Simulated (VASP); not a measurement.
# Na2YScC6N6 (Fm-3m) in VASP: notebook

Na2YScC6N6 is run at these levels: PBE; tasks: single point.

Everything below comes from runs of VASP 6.6.1. Logs are shortened: lines on timing, memory, paths and dates and some standing lists are left out, and cuts for length are marked.

## (1) The cell of the first run

The structure is cubic, space group Fm-3m (No. 225). The conventional cell has a = 10.792 Å, b = 10.792 Å, c = 10.792 Å, α = 90.00°, β = 90.00°, γ = 90.00°. Within 5.1 Å of Na (site symmetry -43m) lie 12 N at 3.86 Å and 12 C at 3.86 Å and 4 Y at 4.67 Å and 4 Sc at 4.67 Å. Within 2.8 Å of Y (site symmetry m-3m) lie 6 C at 2.11 Å. Within 2.8 Å of Sc (site symmetry m-3m) lie 6 N at 2.12 Å. Within 1.6 Å of C (site symmetry 4mm) lie 1 N at 1.17 Å. N (site symmetry 4mm) has 1 C at 1.17 Å within 1.6 Å.

## (2) Single point, PBE

INCAR

```
PREC = Accurate
ENCUT = 520
EDIFF = 1E-6
ISMEAR = 0
SIGMA = 0.1
LREAL = Auto
LASPH = True
NELM = 100
ALGO = Normal
ISIF = 2
LWAVE = False
LCHARG = False
GGA = PE
NBANDS = 59
```

KPOINTS

```
Automatic mesh
0
Gamma
  4 4 4
```

POSCAR

```
Na2YScC6N6
1.0
    0.0000000000      5.3960000000      5.3960000000
    5.3960000000      0.0000000000      5.3960000000
    5.3960000000      5.3960000000      0.0000000000
Na Y Sc C N
2 1 1 6 6
Direct
    0.2500000000      0.2500000000      0.2500000000
    0.7500000000      0.7500000000      0.7500000000
    0.0000000000      0.0000000000      0.0000000000
    0.5000000000      0.5000000000      0.5000000000
    0.8048554500      0.1951445500      0.1951445500
    0.1951445500      0.8048554500      0.1951445500
    0.1951445500      0.1951445500      0.8048554500
    0.1951445500      0.8048554500      0.8048554500
    0.8048554500      0.1951445500      0.8048554500
    0.8048554500      0.8048554500      0.1951445500
    0.6964418100      0.3035581900      0.3035581900
    0.3035581900      0.6964418100      0.3035581900
    0.3035581900      0.3035581900      0.6964418100
    0.3035581900      0.6964418100      0.6964418100
    0.6964418100      0.3035581900      0.6964418100
    0.6964418100      0.6964418100      0.3035581900
```

Potentials or basis: VASP PAW PBE potentials, release 64 (Na_pv, Y_sv, Sc_sv, C, N).

The run is started by

```console
$ cat potpaw_PBE.64/Na_pv/POTCAR potpaw_PBE.64/Y_sv/POTCAR potpaw_PBE.64/Sc_sv/POTCAR potpaw_PBE.64/C/POTCAR potpaw_PBE.64/N/POTCAR > POTCAR
$ mpirun -np 1 vasp_std > vasp.out
```

OUTCAR:

```text
PREC = Accurate
   ENCUT = 520
   EDIFF = 1E-6
   ISMEAR = 0
   LREAL = Auto
   LASPH = True
   NELM = 100
   ISIF = 2
   GGA = PE

 ion  position               nearest neighbor table
   1  0.250  0.250  0.250-
   2  0.750  0.750  0.750-
   3  0.000  0.000  0.000-   5 2.11   6 2.11   7 2.11   8 2.11   9 2.11  10 2.11
   4  0.500  0.500  0.500-  11 2.12  12 2.12  13 2.12  14 2.12  15 2.12  16 2.12
   5  0.805  0.195  0.195-  11 1.17   3 2.11
   6  0.195  0.805  0.195-  12 1.17   3 2.11
   7  0.195  0.195  0.805-  13 1.17   3 2.11
   8  0.195  0.805  0.805-  14 1.17   3 2.11
   9  0.805  0.195  0.805-  15 1.17   3 2.11
  10  0.805  0.805  0.195-  16 1.17   3 2.11
  11  0.696  0.304  0.304-   5 1.17   4 2.12
  12  0.304  0.696  0.304-   6 1.17   4 2.12
  13  0.304  0.304  0.696-   7 1.17   4 2.12
  14  0.304  0.696  0.696-   8 1.17   4 2.12
  15  0.696  0.304  0.696-   9 1.17   4 2.12
  16  0.696  0.696  0.304-  10 1.17   4 2.12

  LATTYP: Found a face centered cubic cell.
 ALAT       =    10.7920000000

  Lattice vectors:

 A1 = (   0.0000000000,   5.3960000000,   5.3960000000)
 A2 = (   5.3960000000,   0.0000000000,   5.3960000000)
 A3 = (   5.3960000000,   5.3960000000,   0.0000000000)

Analysis of symmetry for initial positions (statically):
=====================================================================
 Subroutine PRICEL returns:
 Original cell was already a primitive cell.

 Routine SETGRP: Setting up the symmetry group for a
 face centered cubic supercell.

 Subroutine GETGRP returns: Found 48 space group operations
 (whereof 48 operations were pure point group operations)
 out of a pool of 48 trial point group operations.

The static configuration has the point symmetry O_h .

Analysis of symmetry for dynamics (positions and initial velocities):
=====================================================================
 Subroutine PRICEL returns:
 Original cell was already a primitive cell.

 Routine SETGRP: Setting up the symmetry group for a
 face centered cubic supercell.

 Subroutine GETGRP returns: Found 48 space group operations
 (whereof 48 operations were pure point group operations)
 out of a pool of 48 trial point group operations.

The dynamic configuration has the point symmetry O_h .

 Subroutine INISYM returns: Found 48 space group operations
[... 110 lines left out ...]
   EDIFFG = 0.1E-04   stopping-criterion for IOM
   NSW    =      0    number of steps for IOM
   IBRION =     -1    ionic relax: 0-MD 1-quasi-New 2-CG
   NFREE  =      0    steps in history (QN), initial steepest desc. (CG)
   ISIF   =      2    stress and relaxation
   ISYM   =      2    0-nonsym 1-usesym 2-fastsym
   POTIM  = 0.5000    time-step for ionic-motion
   TEBEG  =    0.0;   TEEND  =   0.0 temperature during run
   PSTRESS=    0.0 pullay stress
   NELECT =      90.0000    total number of electrons
   NUPDOWN=      -1.0000    fix difference up-down
   EMIN   =  10.00;   EMAX   =-10.00  energy-range for DOS
   EFERMI =   0.00;   METHOD = LEGACY
   ISMEAR =     0;   SIGMA  =   0.10  broadening in eV -4-tet -1-fermi 0-gaus
   EFERMI_NEDOS =   21; number of points for ismear=-14 and -15
   IALGO  =     38    algorithm
   IMIX   =      4    mixing-type and parameters
     AMIX     =   0.40;   BMIX     =  1.00
     AMIX_MAG =   1.60;   BMIX_MAG =  1.00
  volume/ion in A,a.u.               =      19.64       132.53
  Fermi-wavevector in a.u.,A,eV,Ry     =   1.079130  2.039260 15.844275  1.164521
  Thomas-Fermi vector in A             =   2.215087
   LORBIT       =      0    0 simple, 1 ext, 2 COOP (PROOUT), +10 PAW based schemes
   GGA     = PE    functional components
   LHFCALC =     F    Hartree Fock is set to
   AEXX    =    0.0000 exact exchange contribution
   IVDW    =     0    specifies the selected vdW correction
   LEPSILON=     F    determine dielectric tensor
   LRPA    =     F    only Hartree local field effects (RPA)
 non-spin polarized calculation
 Gauss-broadening in eV      SIGMA  =   0.10
  energy-cutoff  :      520.00
  volume of cell :      314.23
 maximum number of plane-waves:      8484
 NGX is ok and might be reduce to    60
   NGX = 29   NGY = 29   NGZ = 29

 number of electron      89.9999989 magnetization

 Free energy of the ion-electron system (eV)
  ---------------------------------------------------
  ext. energy  EPLUGINS =         0.00000000
  ---------------------------------------------------
  free energy    TOTEN  =      -117.58090555 eV

  energy without entropy =     -117.56449192  energy(sigma->0) =     -117.57269873

 E-fermi :   1.6465     XC(G=0):  -7.3409

 val. band max:        1.4770243416   @ k =   0.2500   0.0000   0.0000
 cond. band min:       1.7007507360   @ k =  -0.2500   0.2500   0.0000
 fundamental gap:      0.2237263944
 Fermi energy:         1.6465480482

 k-point     1 :       0.0000    0.0000    0.0000
  band No.  band energies     occupation
      1     -47.7364      2.00000
      2     -38.3057      2.00000
      3     -26.4848      2.00000
      4     -26.4848      2.00000
      5     -26.4848      2.00000
      6     -25.4418      2.00000
[... 469 lines left out ...]
     56       4.6176      0.00000
     57       5.0670      0.00000
 [bands above 57 left out]

------------------------ aborting loop because EDIFF is reached ----------------------------------------

  FORCE on cell =-STRESS in cart. coord.  units (eV):
  Direction    XX          YY          ZZ          XY          YZ          ZX
  --------------------------------------------------------------------------------------
  -------------------------------------------------------------------------------------
  Total       30.5162972     30.5162972     30.5162972      0.0000000      0.0000000      0.0000000
  in kB      155.5953447    155.5953447    155.5953447      0.0000000      0.0000000      0.0000000
  external PRESSURE =     155.5953447 kB  Pullay stress =       0.0000000 kB

 VOLUME and BASIS-vectors are now :
 -----------------------------------------------------------------------------
  energy-cutoff  :      520.00
  volume of cell :      314.23
      direct lattice vectors                 reciprocal lattice vectors
     0.000000000  5.396000000  5.396000000    -0.092661231  0.092661231  0.092661231
     5.396000000  0.000000000  5.396000000     0.092661231 -0.092661231  0.092661231
     5.396000000  5.396000000  0.000000000     0.092661231  0.092661231 -0.092661231

 POSITION                                       TOTAL-FORCE (eV/Angst)
 -----------------------------------------------------------------------------------
      2.69800      2.69800      2.69800         0.000000     -0.000000     -0.000000
      8.09400      8.09400      8.09400         0.000000     -0.000000      0.000000
      0.00000      0.00000      0.00000         0.000000     -0.000000      0.000000
      5.39600      5.39600      5.39600        -0.000000     -0.000000      0.000000
      2.10600      5.39600      5.39600         2.956780      0.000000      0.000000
      5.39600      2.10600      5.39600         0.000000      2.956780      0.000000
[... 8 lines left out ...]
      5.39600      7.51600      5.39600         0.000000     -1.601408      0.000000
      5.39600      5.39600      7.51600         0.000000      0.000000     -1.601408
 -----------------------------------------------------------------------------------
    total drift:                               -0.000000      0.000000      0.000000

  FREE ENERGIE OF THE ION-ELECTRON SYSTEM (eV)
  ---------------------------------------------------
  free  energy   TOTEN  =      -117.5809055486 eV

  energy  without entropy=     -117.5644919178  energy(sigma->0) =     -117.57269873
```

stdout:

```text
POSCAR found type information on POSCAR NaY ScC N
 POSCAR found :  5 types and      16 ions
 scaLAPACK will be used
 LDA part: xc-table for (Slater+PW92), standard interpolation
 POSCAR, INCAR and KPOINTS ok, starting setup
 FFT: planning ... GRIDC
 FFT: planning ... GRID_SOFT
 FFT: planning ... GRID
 WAVECAR not read
 entering main loop
```

Run time: 3.8 min. Hardware: 1 thread of Intel Xeon 6975P-C (Granite Rapids), shared host; peak memory 0.56 GiB.

Results:

* Free energy: -117.5809 eV
* Pressure: 15.6 GPa
* Largest force: 2.957 eV/Å
* Band gap on the k mesh: zero (bands 45 and 46 overlap by 0.87 eV)

Forces on the atoms (eV/Å):
```
Na   0.000  0.000  0.000
Na   0.000  0.000  0.000
Y    0.000  0.000  0.000
Sc   0.000  0.000  0.000
C    2.957  0.000  0.000
C    0.000  2.957  0.000
C    0.000  0.000  2.957
C   -2.957  0.000  0.000
C    0.000 -2.957  0.000
C    0.000  0.000 -2.957
N    1.601  0.000  0.000
N    0.000  1.601  0.000
N    0.000  0.000  1.601
N   -1.601  0.000  0.000
N    0.000 -1.601  0.000
N    0.000  0.000 -1.601
```

Caveat: the cell stands under pressure; forces of over 1 eV/Å act on the atoms, so gaps and moduli don't describe the material at rest.

## (3) Single point, PBE

This run uses another cell than the first one, of 24.80 Å³/atom.

INCAR

```
SYSTEM = Na2YScC6N6
PREC = Accurate ; ENCUT = 520
EDIFF = 1E-7 ; ISMEAR = 0
SIGMA = 0.1 ; LREAL = Auto
LASPH = .True. ; NELM = 60
ALGO = Normal ; ISIF = 2
LWAVE = .False. ; LCHARG = .False.
GGA = PE ; NBANDS = 59
```

KPOINTS

```
Automatic mesh
0
Gamma
  4 4 4
  0 0 0
```

POSCAR

```
Na2YScC6N6
1.0
    0.0000000000      5.8322998732      5.8322998732
    5.8322998732      0.0000000000      5.8322998732
    5.8322998732      5.8322998732      0.0000000000
Na Y Sc C N
2 1 1 6 6
Direct
    0.2500000000      0.2500000000      0.2500000000
    0.7500000000      0.7500000000      0.7500000000
    0.0000000000      0.0000000000      0.0000000000
    0.5000000000      0.5000000000      0.5000000000
    0.7882445026      0.2117554974      0.2117554974
    0.2117554974      0.7882445026      0.2117554974
    0.2117554974      0.2117554974      0.7882445026
    0.2117554974      0.7882445026      0.7882445026
    0.7882445026      0.2117554974      0.7882445026
    0.7882445026      0.7882445026      0.2117554974
    0.6870214108      0.3129785892      0.3129785892
    0.3129785892      0.6870214108      0.3129785892
    0.3129785892      0.3129785892      0.6870214108
    0.3129785892      0.6870214108      0.6870214108
    0.6870214108      0.3129785892      0.6870214108
    0.6870214108      0.6870214108      0.3129785892
```

Potentials or basis: VASP PAW PBE potentials, release 64 (Na_pv, Y_sv, Sc_sv, C, N).

The run is started by

```console
$ cat potpaw_PBE.64/Na_pv/POTCAR potpaw_PBE.64/Y_sv/POTCAR potpaw_PBE.64/Sc_sv/POTCAR potpaw_PBE.64/C/POTCAR potpaw_PBE.64/N/POTCAR > POTCAR
$ mpirun -np 1 vasp_std > vasp.out
```

Run time: 5.1 min. Hardware: 1 thread of Intel Xeon 6975P-C (Granite Rapids), shared host; peak memory 0.65 GiB.

Results (log left out):

- Free energy: -122.4203 eV
- Pressure: 0.3 GPa
- Largest force: 0.367 eV/Å
- Band gap on the k mesh: zero (bands 45 and 46 overlap by 0.54 eV)

Forces on the atoms (eV/Å):
```
Na   0.000  0.000  0.000
Na   0.000  0.000  0.000
Y    0.000  0.000  0.000
Sc   0.000  0.000  0.000
C   -0.367  0.000  0.000
C    0.000 -0.367  0.000
C    0.000  0.000 -0.367
C    0.367  0.000  0.000
C    0.000  0.367  0.000
C    0.000  0.000  0.367
N    0.311  0.000  0.000
N    0.000  0.311  0.000
N    0.000  0.000  0.311
N   -0.311  0.000  0.000
N    0.000 -0.311  0.000
N    0.000  0.000 -0.311
```

Levels at points of the mesh, in eV from the Fermi level:
```
           k point  band 42  band 43  band 44  band 45  band 46  band 47  band 48  band 49
(0.00, 0.00, 0.00)    -4.52    -4.52    -4.52    -0.31    -0.31    -0.31     0.05     0.76
(0.50, 0.00, 0.00)    -4.78    -4.54    -4.54     0.23     0.30     0.52     0.52     0.77
(0.50, 0.50, 0.00)    -4.35    -4.35    -4.24    -0.37     0.50     0.73     0.73     0.99
```
